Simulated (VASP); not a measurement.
Write the native input for VASP 6.6.1 that does the following.

- Task: relaxation of cell and atoms
- Functional: PBEsol
- Potentials or basis: VASP PAW PBE potentials, release 64 (Cs_sv)
- Cutoff: 600 eV
- k mesh: 5 × 5 × 5
- Occupations: gaussian, width 0.05 eV
- Spin: no spin polarisation
- Dipole correction: no
- Further INCAR settings: ALGO = Normal; EDIFF = 1e-06; IBRION = 2; EDIFFG = -0.01; NSW = 80; ISIF = 3

The structure of Cs lies in POSCAR:

```
Cs
1.0
    5.2541760000      0.0000000000      0.0000000000
   -1.7513919451      4.9536846583      0.0000000000
   -1.7513919451     -2.4768422128      4.2900168236
Cs
1
Direct
    0.0000000000      0.0000000000      0.0000000000
```

These files were run (other wordings do the same):

INCAR

```
ALGO = Normal
EDIFF = 1E-6
EDIFFG = -0.01
ENCUT = 600
GGA = PS
IBRION = 2
ISIF = 3
ISMEAR = 0
LASPH = T
LCHARG = F
LREAL = F
LWAVE = F
NELM = 100
NSW = 80
PREC = Accurate
SIGMA = 0.05
```

KPOINTS

```
k-points
0
Gamma
  5 5 5
```

Potentials or basis: VASP PAW PBE potentials, release 64 (Cs_sv).

Command:

```console
$ cat potpaw_PBE.64/Cs_sv/POTCAR > POTCAR
$ mpirun -np 1 vasp_std > vasp.out
```

It gave:

```
Relaxed volume                         : 107.58 Å³/atom
Relaxed cell                           : a = 5.189 Å, b = 5.189 Å, c = 5.189 Å, α = 109.47°, β = 109.47°, γ = 109.47°
Space group after relaxing (to 0.05 Å) : Im-3m (No. 229)
Energy gained by relaxing              : 0.9 meV/atom
Ionic steps                            : 4
Pressure after relaxing                : 0.0 GPa
```

Caveat: the PAW data sets were made with another functional, which shifts forces and pressure a little.

Run time: 38 s on 1 thread of AMD EPYC 7R43 64-Core Processor (Zen 3), on a shared host, peak memory 0.22 GiB.
